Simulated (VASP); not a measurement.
# ZnO: single point with r2SCAN+D3(BJ)

The system is ZnO.

```
Zn O
1.0
     3.22480    0.00000    0.00000
    -1.61240    2.79276    0.00000
     0.00000    0.00000    5.19373
Zn O
2 2
Direct
  0.66667 0.33333 0.99967
  0.33333 0.66667 0.49967
  0.33333 0.66667 0.87934
  0.66667 0.33333 0.37934
```

```yaml
Program: VASP 6.6.1
Task: single point
Functional: r2SCAN
Dispersion: D3(BJ)
Potentials_or_basis: VASP PAW PBE potentials, release 64 (Zn, O)
Cutoff: 520 eV
k_mesh: 9 × 9 × 5
Occupations: fermi-dirac, width 0.05 eV
Spin: no spin polarisation
Dipole_correction: no
Further_INCAR_settings: ALGO = Normal; EDIFF = 1e-06; NBANDS = 26
```

| Item | Value |
| --- | --- |
| Pressure | 1.1 GPa |
| Largest force | 0.006 eV/Å |
| Band gap on the k mesh | 1.25 eV |
| Dispersion energy per atom | -0.108 eV |

Forces on the atoms (eV/Å):
```
Zn   0.000  0.000 -0.006
Zn   0.000  0.000 -0.006
O    0.000  0.000  0.006
O    0.000  0.000  0.006
```

Stress tensor (GPa, compression positive):
```
1.04 0.00 0.00
0.00 1.04 0.00
0.00 0.00 1.18
```

Levels at points of the mesh, in eV from the valence-band top:
| k point | band 16 | band 17 | band 18 | band 19 | band 20 | band 21 |
| --- | --- | --- | --- | --- | --- | --- |
| (0.00, 0.00, 0.00) | -0.10 | 0.00 | 0.00 | 1.25 | 5.91 | 8.87 |

Run time: 2.6 min on 1 thread of Intel Xeon 8259CL, with other jobs on the host, peak memory 0.2 GiB.

Caveat: the PAW data sets were made with another functional, which shifts forces and pressure a little. r2SCAN opens gaps a little over a GGA but as a rule still falls short of measured ones.
